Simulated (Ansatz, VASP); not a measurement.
NaI: VASP beside Ansatz

```
CELL_PARAMETERS angstrom
-0.03264 3.24792 3.24792
3.24792 -0.03264 3.24792
3.24792 3.24792 -0.03264
ATOMIC_POSITIONS crystal
Na 0.00000 0.00000 0.00000
I 0.50000 0.50000 0.50000
```

Change from the starting cell: equal xy, yz and zx shear strains of -1 %, PAW files.

Alike in both runs: task electric field gradients; functional PBE; k mesh 11 × 11 × 11; occupations fermi-dirac, width 0.08 eV; no spin polarisation.

|  | VASP | Ansatz |
| --- | --- | --- |
| version | VASP 6.6.1 | Ansatz 0.2.0 |
| potentials or method | VASP PAW PBE potentials, release 64 (Na_pv, I) | PAW with Ansatz's default frozen-core files, scalar-relativistic |
| plane-wave cutoff (eV) | 520 | 420 |
| valence electrons in the cell | 14 | 26 |

|  | VASP | Ansatz | Ansatz less VASP |
| --- | --- | --- | --- |
| gap on the k mesh at the Fermi level (eV) | 3.53 | 3.53 | +0.003 |
| pressure (GPa) | 0.0 | 0.0 | -0.01 |
| traceless stress, the component that is largest in VASP (GPa) | 0.07 | 0.07 | +0.001 |
| size of Vzz on the site where it differs most (V/Å²) | 8.7 | 9.0 | +0.35 |

VASP's potentials hold 14 valence electrons a cell and Ansatz's 26, so a difference there can come from the potentials and not from the codes.

Spin-orbit coupling is off throughout.
